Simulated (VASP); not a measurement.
# B2As3 (P1) in VASP: single point with PBE

Aim: the single point of B2As3 with PBE.

Program: VASP 6.6.1. These are calculated values, not measurements. Logs are shortened: lines on timing, memory, paths and dates and some standing lists are left out, and cuts for length are marked.

### 1 The cell of the first run

The typed cell holds 10 atoms: a = 3.464 Å, b = 3.465 Å, c = 15.347 Å, α = 84.32°, β = 102.51°, γ = 120.08°.

### 2 Single point, PBE

The input, INCAR:

```
SYSTEM = B2As3
PREC = Accurate ; ENCUT = 520
EDIFF = 1E-6 ; ISMEAR = 0
SIGMA = 0.2 ; LREAL = .FALSE.
LASPH = .TRUE. ; NELM = 100
ALGO = Normal ; ISIF = 2
LWAVE = .FALSE. ; LCHARG = .TRUE.
GGA = PE ; LELF = .TRUE.
LVHAR = .TRUE. ; NBANDS = 32
```

The input, KPOINTS:

```
Automatic mesh
0
G
  6 6 2
  0 0 0
```

The input, POSCAR:

```
B2As3
1.0
    3.4438230362     -0.0032580122     -0.3752324074
   -1.7252901818      3.0001363608      0.1714886051
   -1.6824866422     -0.0866171760     15.2543470311
B As
4 6
Direct
    0.6438829753      0.1705959690      0.8159236593
    0.7887811715     -0.1713850323      0.6299103562
    0.3560250078      0.8294543839      0.1840606314
    0.2110719541      0.1713566309      0.3700791743
    0.6315640757      0.3154984004      0.9484482729
   -0.0682549852     -0.1650442874      0.7699759419
    0.0791509568      0.4926421057      0.5867224864
    0.3689105410      0.6844710266      0.0515671741
    0.0681424889      0.1650805440      0.2300181169
    0.9207258139      0.5073302592      0.4132941865
```

Potentials or basis: VASP PAW PBE potentials, release 64 (B, As).

Launch:

```
> cat potpaw_PBE.64/B/POTCAR potpaw_PBE.64/As/POTCAR > POTCAR
> mpirun -np 1 vasp_std > vasp.out
```

OUTCAR:

```text
SYSTEM = B2As3
   PREC = Accurate
   ENCUT = 520
   EDIFF = 1E-6
   ISMEAR = 0
   LREAL = .FALSE.
   LASPH = .TRUE.
   NELM = 100
   ISIF = 2
   GGA = PE

 ion  position               nearest neighbor table
   1  0.644  0.171  0.816-   6 2.11   6 2.12   6 2.12   5 2.16
   2  0.789  0.829  0.630-   6 2.10   7 2.10   7 2.10   7 2.10
   3  0.356  0.829  0.184-   9 2.11   9 2.12   9 2.12   8 2.16
   4  0.211  0.171  0.370-   9 2.10  10 2.10  10 2.10  10 2.10
   5  0.632  0.315  0.948-   1 2.16   8 2.46   8 2.46   8 2.68
   6  0.932  0.835  0.770-   2 2.10   1 2.11   1 2.12   1 2.12
   7  0.079  0.493  0.587-   2 2.10   2 2.10   2 2.10  10 2.60
   8  0.369  0.684  0.052-   3 2.16   5 2.46   5 2.46   5 2.68
   9  0.068  0.165  0.230-   4 2.10   3 2.11   3 2.12   3 2.12
  10  0.921  0.507  0.413-   4 2.10   4 2.10   4 2.10   7 2.60

  LATTYP: Found a triclinic cell.
 ALAT       =     3.4606569528
 B/A-ratio  =     1.7324955900
 C/A-ratio  =     5.2334843980
 COS(alpha) =     0.0012450606
 COS(beta)  =     0.2823915810
 COS(gamma) =     0.8656554536

  Lattice vectors:

 A1 = (  -1.7185328544,  -2.9968783486,   0.2037438023)
 A2 = (  -5.1623558906,  -2.9936203364,   0.5789762097)
 A3 = (   3.4145341514,  -8.9105338942, -15.3935804390)

Analysis of symmetry for initial positions (statically):
=====================================================================
 Subroutine PRICEL returns:
 Original cell was already a primitive cell.

 Routine SETGRP: Setting up the symmetry group for a
 triclinic supercell.

 Subroutine GETGRP returns: Found  1 space group operations
 (whereof  1 operations were pure point group operations)
 out of a pool of  2 trial point group operations.

The static configuration has the point symmetry C_1 .

Analysis of symmetry for dynamics (positions and initial velocities):
=====================================================================
 Subroutine PRICEL returns:
 Original cell was already a primitive cell.

 Routine SETGRP: Setting up the symmetry group for a
 triclinic supercell.

 Subroutine GETGRP returns: Found  1 space group operations
 (whereof  1 operations were pure point group operations)
 out of a pool of  2 trial point group operations.

The dynamic configuration has the point symmetry C_1 .

 Subroutine INISYM returns: Found  1 space group operations
 (whereof  1 operations are pure point group operations),
 and found     1 'primitive' translations

----------------------------------------------------------------------------------------

                                     Primitive cell

  volume of cell :     155.6232

  direct lattice vectors                    reciprocal lattice vectors
     3.443823036 -0.003258012 -0.375232407     0.294171923  0.167260720  0.033395594
    -1.725290182  3.000136361  0.171488605     0.000528202  0.333510359  0.001951996
    -1.682486642 -0.086617176 15.254347031     0.007230218  0.000365038  0.066354618

  length of vectors
     3.464206558  3.465090581 15.347096376     0.340041960  0.333516490  0.066748368

  position of ions in fractional coordinates (direct lattice)
     0.643882975  0.170595969  0.815923659
     0.788781171  0.828614968  0.629910356
     0.356025008  0.829454384  0.184060631
     0.211071954  0.171356631  0.370079174
     0.631564076  0.315498400  0.948448273
     0.931745015  0.834955713  0.769975942
     0.079150957  0.492642106  0.586722486
     0.368910541  0.684471027  0.051567174
     0.068142489  0.165080544  0.230018117
     0.920725814  0.507330259  0.413294187

  ion indices of the primitive-cell ions
   primitive index   ion index
                 1           1
                 2           2
                 3           3
                 4           4
                 5           5
                 6           6
                 7           7
                 8           8
                 9           9
                10          10

----------------------------------------------------------------------------------------

 KPOINTS: Automatic mesh

Automatic generation of k-mesh.
 Grid dimensions read from file:
 generate k-points for:    6    6    2

 Generating k-lattice:

  Cartesian coordinates                     Fractional coordinates (reciprocal lattice)
     0.049028654  0.027876787  0.005565932     0.166666667  0.000000000  0.000000000
     0.000088034  0.055585060  0.000325333     0.000000000  0.166666667  0.000000000
     0.003615109  0.000182519  0.033177309     0.000000000 -0.000000000  0.500000000

  Length of vectors
     0.056673660  0.055586082  0.033374184

  Shift w.r.t. Gamma in fractional coordinates (k-lattice)
     0.000000000  0.000000000  0.000000000

 Subroutine IBZKPT returns following result:
 ===========================================

 Found     40 irreducible k-points:

 Following reciprocal coordinates:
            Coordinates               Weight
  0.000000  0.000000  0.000000      1.000000
  0.166667  0.000000 -0.000000      2.000000
  0.333333  0.000000 -0.000000      2.000000
  0.500000  0.000000 -0.000000      1.000000
  0.000000  0.166667  0.000000      2.000000
  0.166667  0.166667 -0.000000      2.000000
[... 16 lines left out ...]
  0.333333  0.000000  0.500000      2.000000
  0.500000  0.000000  0.500000      1.000000
 [... further k-points ...]
   k-points           NKPTS =     40   k-points in BZ     NKDIM =     40   number of bands    NBANDS=     32
   number of dos      NEDOS =    301   number of ions     NIONS =     10
   total plane-waves  NPLWV =  94080
   dimension x,y,z NGX =    28 NGY =   28 NGZ =  120
   dimension x,y,z NGXF=    56 NGYF=   56 NGZF=  240
   ions per type =               4   6
   NGX,Y,Z   is equivalent  to a cutoff of  13.44, 13.43, 13.00 a.u.
   NGXF,Y,Z  is equivalent  to a cutoff of  26.87, 26.87, 26.00 a.u.
 SYSTEM =  B2As3
   PREC   = accura    normal or accurate (medium, high low for compatibility)
   ISTART =      0    job   : 0-new  1-cont  2-samecut
   ICHARG =      2    charge: 1-file 2-atom 10-const
   ISPIN  =      1    spin polarized calculation?
   LNONCOLLINEAR =      F non collinear calculations
   LSORBIT =      F    spin-orbit coupling
   LASPH  =      T    aspherical Exc in radial PAW
   ENCUT  =  520.0 eV  38.22 Ry    6.18 a.u.   6.44  6.44 28.54*2*pi/ulx,y,z
   NELM   =    100;   NELMIN=  2; NELMDL= -5     # of ELM steps
   EDIFF  = 0.1E-05   stopping-criterion for ELM
   LREAL  =      F    real-space projection
   EDIFFG = 0.1E-04   stopping-criterion for IOM
   NSW    =      0    number of steps for IOM
   IBRION =     -1    ionic relax: 0-MD 1-quasi-New 2-CG
   NFREE  =      0    steps in history (QN), initial steepest desc. (CG)
   ISIF   =      2    stress and relaxation
   ISYM   =      2    0-nonsym 1-usesym 2-fastsym
   POTIM  = 0.5000    time-step for ionic-motion
   TEBEG  =    0.0;   TEEND  =   0.0 temperature during run
   PSTRESS=    0.0 pullay stress
   NELECT =      42.0000    total number of electrons
   NUPDOWN=      -1.0000    fix difference up-down
   EMIN   =  10.00;   EMAX   =-10.00  energy-range for DOS
   EFERMI =   0.00;   METHOD = LEGACY
   ISMEAR =     0;   SIGMA  =   0.20  broadening in eV -4-tet -1-fermi 0-gaus
   EFERMI_NEDOS =   21; number of points for ismear=-14 and -15
   IALGO  =     38    algorithm
   IMIX   =      4    mixing-type and parameters
     AMIX     =   0.40;   BMIX     =  1.00
     AMIX_MAG =   1.60;   BMIX_MAG =  1.00
  volume/ion in A,a.u.               =      15.56       105.02
  Fermi-wavevector in a.u.,A,eV,Ry     =   1.057953  1.999242 15.228526  1.119265
  Thomas-Fermi vector in A             =   2.193245
   LORBIT       =      0    0 simple, 1 ext, 2 COOP (PROOUT), +10 PAW based schemes
   GGA     = PE    functional components
   LHFCALC =     F    Hartree Fock is set to
   AEXX    =    0.0000 exact exchange contribution
   IVDW    =     0    specifies the selected vdW correction
   LEPSILON=     F    determine dielectric tensor
   LRPA    =     F    only Hartree local field effects (RPA)
 non-spin polarized calculation
 Gauss-broadening in eV      SIGMA  =   0.20
  energy-cutoff  :      520.00
  volume of cell :      155.62
 maximum number of plane-waves:      4229
 NGX is ok and might be reduce to    28
   NGX = 13   NGY = 13   NGZ = 57

 number of electron      42.0000000 magnetization

 Free energy of the ion-electron system (eV)
  ---------------------------------------------------
  ext. energy  EPLUGINS =         0.00000000
  ---------------------------------------------------
  free energy    TOTEN  =       -52.60539679 eV

  energy without entropy =      -52.54268349  energy(sigma->0) =      -52.57404014

 E-fermi :   6.3384     XC(G=0): -10.3464

 val. band max:        6.3262818432   @ k =   0.1667   0.0000  -0.0000
 cond. band min:       6.3665630103   @ k =  -0.1667   0.1667   0.0000
 fundamental gap:      0.0402811670
 Fermi energy:         6.3383725321

 k-point     1 :       0.0000    0.0000    0.0000
  band No.  band energies     occupation
      1      -9.4422      2.00000
      2      -8.8830      2.00000
      3      -8.8783      2.00000
      4      -7.4823      2.00000
      5      -7.3273      2.00000
      6      -3.8643      2.00000
[... 24 lines left out ...]
     31       9.5740      0.00000
     32       9.6196      0.00000

 k-point     2 :       0.1667    0.0000   -0.0000
  band No.  band energies     occupation
      1      -9.0508      2.00000
      2      -8.6535      2.00000
      3      -8.3214      2.00000
      4      -7.3039      2.00000
      5      -6.8204      2.00000
      6      -3.7493      2.00000
[... 24 lines left out ...]
     31      10.4276      0.00000
     32      10.5486      0.00000
[... 733 lines left out ...]
     31      10.5103      0.00000
     32      10.8560      0.00000

 k-point    24 :       0.5000    0.0000    0.5000
  band No.  band energies     occupation
      1      -6.9967      2.00000
      2      -6.4349      2.00000
      3      -6.1056      2.00000
      4      -5.9141      2.00000
      5      -5.4600      2.00000
      6      -4.8833      2.00000
[... 24 lines left out ...]
     31      10.4881      0.00000
     32      10.8412      0.00000

 [... further k-points ...]

------------------------ aborting loop because EDIFF is reached ----------------------------------------

  FORCE on cell =-STRESS in cart. coord.  units (eV):
  Direction    XX          YY          ZZ          XY          YZ          ZX
  --------------------------------------------------------------------------------------
  -------------------------------------------------------------------------------------
  Total        0.4918723      0.4981475      0.5459223      0.0272946     -0.0005454     -0.0496978
  in kB        5.0639407      5.1285451      5.6203979      0.2810045     -0.0056155     -0.5116503
  external PRESSURE =       5.2709612 kB  Pullay stress =       0.0000000 kB

 VOLUME and BASIS-vectors are now :
 -----------------------------------------------------------------------------
  energy-cutoff  :      520.00
  volume of cell :      155.62
      direct lattice vectors                 reciprocal lattice vectors
     3.443823036 -0.003258012 -0.375232407     0.294171923  0.167260720  0.033395594
    -1.725290182  3.000136361  0.171488605     0.000528202  0.333510359  0.001951996
    -1.682486642 -0.086617176 15.254347031     0.007230218  0.000365038  0.066354618

 POSITION                                       TOTAL-FORCE (eV/Angst)
 -----------------------------------------------------------------------------------
      0.55031      0.43904     12.23403         0.009417     -0.004151      0.001325
      0.22701      2.42883      9.45499         0.006771     -0.001194     -0.001865
     -0.51464      2.47137      2.81637        -0.009161      0.003488     -0.000822
     -0.19140      0.48135      5.59550        -0.006274      0.001473      0.005287
      0.03492      0.86233     14.28508        -0.038063      0.016780     -0.026531
      0.47275      2.43525     11.53904        -0.001503     -0.000374      0.008246
     -1.56452      1.42692      9.00485        -0.012670      0.003547     -0.017679
      0.00279      2.04784      0.76558         0.036749     -0.017268      0.026700
     -0.43714      0.47512      3.51152         0.002367      0.001163     -0.008594
      1.60016      1.48326      6.04605         0.012367     -0.003464      0.013932
 -----------------------------------------------------------------------------------
    total drift:                                0.000006     -0.000010      0.000009

  FREE ENERGIE OF THE ION-ELECTRON SYSTEM (eV)
  ---------------------------------------------------
  free  energy   TOTEN  =       -52.6053967896 eV

  energy  without entropy=      -52.5426834868  energy(sigma->0) =      -52.57404014
```

Run time: 3.1 min. Hardware: 1 thread of Intel Xeon Platinum 8488C (Sapphire Rapids), shared host; peak memory 0.36 GiB.

What came out:

```
Free energy            : -52.6054 eV
Pressure               : 0.5 GPa
Largest force          : 0.049 eV/Å
Band gap on the k mesh : zero (bands 21 and 22 overlap by 0.93 eV)
```

Forces in eV/Å, atoms in the order of the input:
```
B    0.009 -0.004  0.001
B    0.007 -0.001 -0.002
B   -0.009  0.003 -0.001
B   -0.006  0.001  0.005
As  -0.038  0.017 -0.027
As  -0.002  0.000  0.008
As  -0.013  0.004 -0.018
As   0.037 -0.017  0.027
As   0.002  0.001 -0.009
As   0.012 -0.003  0.014
```

Stress tensor (GPa, compression positive):
```
 0.51  0.03 -0.05
 0.03  0.51  0.00
-0.05  0.00  0.56
```

The gap in the log of VASP goes by the Fermi energy; the results here count the filled bands.